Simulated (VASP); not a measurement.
# Fe (Pm-3m) in VASP: notebook

Fe is run at these levels: PBE; tasks: single point.

Everything below comes from runs of VASP 6.6.1. Logs are shortened: lines on timing, memory, paths and dates and some standing lists are left out, and cuts for length are marked.

## Step 1: The cell of the first run

The structure is cubic, space group Pm-3m (No. 221). The conventional cell has a = 2.339 Å, b = 2.339 Å, c = 2.339 Å, α = 90.00°, β = 90.00°, γ = 90.00°. Fe (site symmetry m-3m) has 6 Fe at 2.34 Å within 3.1 Å.

## Step 2: Single point, PBE, collinear spin, ferromagnetic start (volume scaled by 0.96)

File INCAR:

```
SYSTEM = Fe
ALGO     = Normal         ! electronic algorithm
EDIFF    = 1E-6           ! SCF threshold, eV
ENCUT    = 520            ! plane-wave cutoff, eV
GGA      = PE             ! functional
ISIF     = 2              ! what is computed and relaxed
ISMEAR   = -1             ! smearing method
ISPIN    = 2              ! spin polarisation
LASPH    = .TRUE.         ! aspherical terms in the spheres
LCHARG   = .FALSE.        ! write CHGCAR
LMAXMIX  = 4              ! l up to which the mixer works
LORBIT   = 11             ! projections on sites
LREAL    = .FALSE.        ! projectors in reciprocal space
LWAVE    = .FALSE.        ! write WAVECAR
MAGMOM   = 2.367          ! initial moments
NBANDS   = 14             ! bands
NELM     = 150            ! most SCF steps
PREC     = Accurate       ! precision mode
SIGMA    = 0.05           ! smearing width, eV
```

File KPOINTS:

```
k-points
0
G
  15 15 15
  0 0 0
```

File POSCAR:

```
Fe
1.0
    2.3392946347      0.0000000000      0.0000000000
    0.0000000000      2.3392946347      0.0000000000
    0.0000000000      0.0000000000      2.3392946347
Fe
1
Direct
    0.0000000000      0.0000000000      0.0000000000
```

Potentials or basis: VASP PAW PBE potentials, release 64 (Fe).

The run is started by

```console
cat potpaw_PBE.64/Fe/POTCAR > POTCAR
mpirun -np 1 vasp_std > vasp.out
```

OUTCAR:

```text
SYSTEM = Fe
   EDIFF = 1E-6
   ENCUT = 520
   GGA = PE
   ISIF = 2
   ISMEAR = -1
   ISPIN = 2
   LASPH = .TRUE.
   LORBIT = 11
   LREAL = .FALSE.
   NELM = 150
   PREC = Accurate

 ion  position               nearest neighbor table
   1  0.000  0.000  0.000-

  LATTYP: Found a simple cubic cell.
 ALAT       =     2.3392946347

  Lattice vectors:

 A1 = (   2.3392946347,   0.0000000000,   0.0000000000)
 A2 = (   0.0000000000,   2.3392946347,   0.0000000000)
 A3 = (   0.0000000000,   0.0000000000,   2.3392946347)

Analysis of symmetry for initial positions (statically):
=====================================================================
 Subroutine PRICEL returns:
 Original cell was already a primitive cell.

 Routine SETGRP: Setting up the symmetry group for a
 simple cubic supercell.

 Subroutine GETGRP returns: Found 48 space group operations
 (whereof 48 operations were pure point group operations)
 out of a pool of 48 trial point group operations.

The static configuration has the point symmetry O_h .

Analysis of symmetry for dynamics (positions and initial velocities):
=====================================================================
 Subroutine PRICEL returns:
 Original cell was already a primitive cell.

 Routine SETGRP: Setting up the symmetry group for a
 simple cubic supercell.

 Subroutine GETGRP returns: Found 48 space group operations
 (whereof 48 operations were pure point group operations)
 out of a pool of 48 trial point group operations.

The dynamic configuration has the point symmetry O_h .

Analysis of structural, dynamic, and magnetic symmetry:
=====================================================================
 Subroutine PRICEL returns:
 Original cell was already a primitive cell.

 Routine SETGRP: Setting up the symmetry group for a
 simple cubic supercell.

 Subroutine GETGRP returns: Found 48 space group operations
 (whereof 48 operations were pure point group operations)
 out of a pool of 48 trial point group operations.

The overall configuration has the point symmetry O_h .

 Subroutine INISYM returns: Found 48 space group operations
 (whereof 48 operations are pure point group operations),
 and found     1 'primitive' translations

----------------------------------------------------------------------------------------

                                     Primitive cell

  volume of cell :      12.8013

  direct lattice vectors                    reciprocal lattice vectors
     2.339294635  0.000000000  0.000000000     0.427479286  0.000000000  0.000000000
     0.000000000  2.339294635  0.000000000     0.000000000  0.427479286  0.000000000
     0.000000000  0.000000000  2.339294635     0.000000000  0.000000000  0.427479286

  length of vectors
     2.339294635  2.339294635  2.339294635     0.427479286  0.427479286  0.427479286

  position of ions in fractional coordinates (direct lattice)
     0.000000000  0.000000000  0.000000000

  ion indices of the primitive-cell ions
   primitive index   ion index
                 1           1

----------------------------------------------------------------------------------------

 KPOINTS: k-points

Automatic generation of k-mesh.
 Grid dimensions read from file:
 generate k-points for:   15   15   15

 Generating k-lattice:

  Cartesian coordinates                     Fractional coordinates (reciprocal lattice)
     0.028498619  0.000000000  0.000000000     0.066666667  0.000000000  0.000000000
     0.000000000  0.028498619  0.000000000     0.000000000  0.066666667  0.000000000
     0.000000000  0.000000000  0.028498619     0.000000000  0.000000000  0.066666667

  Length of vectors
     0.028498619  0.028498619  0.028498619

  Shift w.r.t. Gamma in fractional coordinates (k-lattice)
     0.000000000  0.000000000  0.000000000

 Subroutine IBZKPT returns following result:
 ===========================================

 Found    120 irreducible k-points:

 Following reciprocal coordinates:
            Coordinates               Weight
  0.000000  0.000000  0.000000      1.000000
  0.066667  0.000000  0.000000      6.000000
  0.133333  0.000000  0.000000      6.000000
  0.200000  0.000000  0.000000      6.000000
  0.266667  0.000000  0.000000      6.000000
  0.333333  0.000000  0.000000      6.000000
[... 16 lines left out ...]
  0.266667  0.200000  0.000000     24.000000
  0.333333  0.200000  0.000000     24.000000
 [... further k-points ...]
   k-points           NKPTS =    120   k-points in BZ     NKDIM =    120   number of bands    NBANDS=     14
   number of dos      NEDOS =    301   number of ions     NIONS =      1
   total plane-waves  NPLWV =   5832
   dimension x,y,z NGX =    18 NGY =   18 NGZ =   18
   dimension x,y,z NGXF=    36 NGYF=   36 NGZF=   36
   ions per type =               1
   NGX,Y,Z   is equivalent  to a cutoff of  12.79, 12.79, 12.79 a.u.
   NGXF,Y,Z  is equivalent  to a cutoff of  25.58, 25.58, 25.58 a.u.
 SYSTEM =  Fe
   PREC   = accura    normal or accurate (medium, high low for compatibility)
   ISTART =      0    job   : 0-new  1-cont  2-samecut
   ICHARG =      2    charge: 1-file 2-atom 10-const
   ISPIN  =      2    spin polarized calculation?
   LNONCOLLINEAR =      F non collinear calculations
   LSORBIT =      F    spin-orbit coupling
   LASPH  =      T    aspherical Exc in radial PAW
   ENCUT  =  520.0 eV  38.22 Ry    6.18 a.u.   4.35  4.35  4.35*2*pi/ulx,y,z
   NELM   =    150;   NELMIN=  2; NELMDL= -5     # of ELM steps
   EDIFF  = 0.1E-05   stopping-criterion for ELM
   LREAL  =      F    real-space projection
   EDIFFG = 0.1E-04   stopping-criterion for IOM
   NSW    =      0    number of steps for IOM
   IBRION =     -1    ionic relax: 0-MD 1-quasi-New 2-CG
   NFREE  =      0    steps in history (QN), initial steepest desc. (CG)
   ISIF   =      2    stress and relaxation
   ISYM   =      2    0-nonsym 1-usesym 2-fastsym
   POTIM  = 0.5000    time-step for ionic-motion
   TEBEG  =    0.0;   TEEND  =   0.0 temperature during run
   PSTRESS=    0.0 pullay stress
   NELECT =       8.0000    total number of electrons
   NUPDOWN=      -1.0000    fix difference up-down
   EMIN   =  10.00;   EMAX   =-10.00  energy-range for DOS
   EFERMI =   0.00;   METHOD = LEGACY
   ISMEAR =    -1;   SIGMA  =   0.05  broadening in eV -4-tet -1-fermi 0-gaus
   EFERMI_NEDOS =   21; number of points for ismear=-14 and -15
   IALGO  =     38    algorithm
   IMIX   =      4    mixing-type and parameters
     AMIX     =   0.40;   BMIX     =  1.00
     AMIX_MAG =   1.60;   BMIX_MAG =  1.00
  volume/ion in A,a.u.               =      12.80        86.39
  Fermi-wavevector in a.u.,A,eV,Ry     =   1.399651  2.644958 26.654143  1.959024
  Thomas-Fermi vector in A             =   2.522690
   LORBIT       =     11    0 simple, 1 ext, 2 COOP (PROOUT), +10 PAW based schemes
   GGA     = PE    functional components
   LHFCALC =     F    Hartree Fock is set to
   AEXX    =    0.0000 exact exchange contribution
   IVDW    =     0    specifies the selected vdW correction
   LEPSILON=     F    determine dielectric tensor
   LRPA    =     F    only Hartree local field effects (RPA)
 spin polarized calculation
  energy-cutoff  :      520.00
  volume of cell :       12.80
 maximum number of plane-waves:       356
 NGX is ok and might be reduce to    18
   NGX =  9   NGY =  9   NGZ =  9

 number of electron       7.9999995 magnetization       2.3047687

 Free energy of the ion-electron system (eV)
  ---------------------------------------------------
  ext. energy  EPLUGINS =         0.00000000
  ---------------------------------------------------
  free energy    TOTEN  =        -7.48650517 eV

  energy without entropy =       -7.48051977  energy(sigma->0) =       -7.48351247

 E-fermi :   4.9282     XC(G=0): -12.3510

 val. band max:        4.9200085620   @ k =   0.3333   0.3333   0.2000
 cond. band min:       4.9385718313   @ k =   0.4667   0.3333   0.2667
 fundamental gap:      0.0185632693
 Fermi energy:         4.9282312744

 spin component 1

 k-point     1 :       0.0000    0.0000    0.0000
  band No.  band energies     occupation
      1      -3.0022      1.00000
      2       0.9781      1.00000
      3       0.9781      1.00000
      4       4.5050      0.99979
      5       4.5050      0.99979
      6       4.5050      0.99979
      7      24.1471      0.00000
      8      24.1471      0.00000
      9      24.1471      0.00000
     10      28.1004      0.00000
     11      28.1004      0.00000
     12      32.6719      0.00000
     13      45.1499      0.00000
     14      45.1499      0.00000
[... 375 lines left out ...]
 k-point    24 :       0.3333    0.2000    0.0000
  band No.  band energies     occupation
      1       0.4012      1.00000
      2       1.6557      1.00000
      3       2.5741      1.00000
      4       3.5926      1.00000
      5       4.1657      1.00000
      6       4.1678      1.00000
      7      13.3404      0.00000
      8      20.5434      0.00000
      9      28.8019      0.00000
     10      29.6849      0.00000
     11      30.3890      0.00000
     12      38.0749      0.00000
     13      38.8594      0.00000
     14      40.5127      0.00000

 [... further k-points ...]

 spin component 2

 k-point     1 :       0.0000    0.0000    0.0000
  band No.  band energies     occupation
      1      -2.7209      1.00000
      2       2.3916      1.00000
      3       2.3920      1.00000
      4       7.4742      0.00000
      5       7.4742      0.00000
      6       7.4748      0.00000
      7      24.7576      0.00000
      8      24.7576      0.00000
      9      24.7576      0.00000
     10      28.5144      0.00000
     11      28.5145      0.00000
     12      32.5206      0.00000
     13      45.5678      0.00000
     14      45.5678      0.00000
[... 375 lines left out ...]
 k-point    24 :       0.3333    0.2000    0.0000
  band No.  band energies     occupation
      1       1.0417      1.00000
      2       3.1777      1.00000
      3       4.0952      1.00000
      4       6.1844      0.00000
      5       6.3968      0.00000
      6       7.0738      0.00000
      7      14.1767      0.00000
      8      21.1713      0.00000
      9      29.3025      0.00000
     10      30.4433      0.00000
     11      30.5654      0.00000
     12      38.3859      0.00000
     13      39.5865      0.00000
     14      40.8029      0.00000

 [... further k-points ...]

------------------------ aborting loop because EDIFF is reached ----------------------------------------

  FORCE on cell =-STRESS in cart. coord.  units (eV):
  Direction    XX          YY          ZZ          XY          YZ          ZX
  --------------------------------------------------------------------------------------
  -------------------------------------------------------------------------------------
  Total        0.3704419      0.3704419      0.3704419      0.0000000     -0.0000000      0.0000000
  in kB       46.3634630     46.3634630     46.3634630      0.0000000     -0.0000000      0.0000000
  external PRESSURE =      46.3634630 kB  Pullay stress =       0.0000000 kB

 VOLUME and BASIS-vectors are now :
 -----------------------------------------------------------------------------
  energy-cutoff  :      520.00
  volume of cell :       12.80
      direct lattice vectors                 reciprocal lattice vectors
     2.339294635  0.000000000  0.000000000     0.427479286  0.000000000  0.000000000
     0.000000000  2.339294635  0.000000000     0.000000000  0.427479286  0.000000000
     0.000000000  0.000000000  2.339294635     0.000000000  0.000000000  0.427479286

 POSITION                                       TOTAL-FORCE (eV/Angst)
 -----------------------------------------------------------------------------------
      0.00000      0.00000      0.00000         0.000000      0.000000      0.000000
 -----------------------------------------------------------------------------------
    total drift:                               -0.000000      0.000000     -0.000000

  FREE ENERGIE OF THE ION-ELECTRON SYSTEM (eV)
  ---------------------------------------------------
  free  energy   TOTEN  =        -7.4865051718 eV

  energy  without entropy=       -7.4805197674  energy(sigma->0) =       -7.48351247

 total charge

# of ion       s       p       d       tot
------------------------------------------
    1        0.510   0.433   6.300   7.243

 magnetization (x)

# of ion       s       p       d       tot
------------------------------------------
    1        0.001  -0.012   2.304   2.294
```

Run time: 68 s. Hardware: 1 thread of AMD EPYC 7R13, shared host; peak memory 0.11 GiB.

What came out:

```yaml
Free_energy: -7.4865 eV
Pressure: 4.6 GPa
Net_moment: 2.30 μB per cell
Site_moments: Fe +2.29 μB
Valence_electrons_inside_the_program's_atomic_spheres: Fe 7.24
```

Caveat: the cell differs from its parent crystal (volume scaled by 0.96).

## Step 3: Single point, PBE, collinear spin, ferromagnetic start

This run uses another cell than the first one, of 13.33 Å³/atom, 1.042 times its volume.

File INCAR:

```
PREC = Accurate
ENCUT = 520
EDIFF = 1E-6
ISMEAR = -1
SIGMA = 0.05
LREAL = F
LASPH = T
NELM = 150
ALGO = Normal
ISIF = 2
LWAVE = F
LCHARG = T
ISPIN = 2
MAGMOM = 2.367
LORBIT = 11
LMAXMIX = 4
GGA = PE
LELF = T
LVHAR = T
NBANDS = 14
```

File KPOINTS:

```
Automatic mesh
0
Gamma
  15 15 15
```

File POSCAR:

```
Fe
1.0
    2.3713437493      0.0000000000      0.0000000000
    0.0000000000      2.3713437493      0.0000000000
    0.0000000000      0.0000000000      2.3713437493
Fe
1
Direct
    0.0000000000      0.0000000000      0.0000000000
```

Potentials or basis: VASP PAW PBE potentials, release 64 (Fe).

The run is started by

```console
cat potpaw_PBE.64/Fe/POTCAR > POTCAR
mpirun -np 1 vasp_std > vasp.out
```

Run time: 70 s. Hardware: 1 thread of AMD EPYC 7R13, shared host; peak memory 0.12 GiB.

The run converged. Its results:

- Free energy: -7.4919 eV
- Pressure: -1.2 GPa
- Net moment: 2.35 μB per cell
- Site moments: Fe +2.35 μB
- Valence electrons inside the program's atomic spheres: Fe 7.17

Levels at points of the mesh, in eV from the Fermi level:
Spin up:
| k point | band 2 | band 3 | band 4 | band 5 | band 6 | band 7 | band 8 | band 9 |
| --- | --- | --- | --- | --- | --- | --- | --- | --- |
| (0.00, 0.00, 0.00) | -3.83 | -3.83 | -0.54 | -0.54 | -0.54 | 18.69 | 18.69 | 18.69 |
Spin down:
```
           k point  band 1  band 2  band 3  band 4  band 5  band 6  band 7
(0.00, 0.00, 0.00)   -7.47   -2.37   -2.37    2.48    2.48    2.48   19.29
```

(Continued in part 2 of 2.)
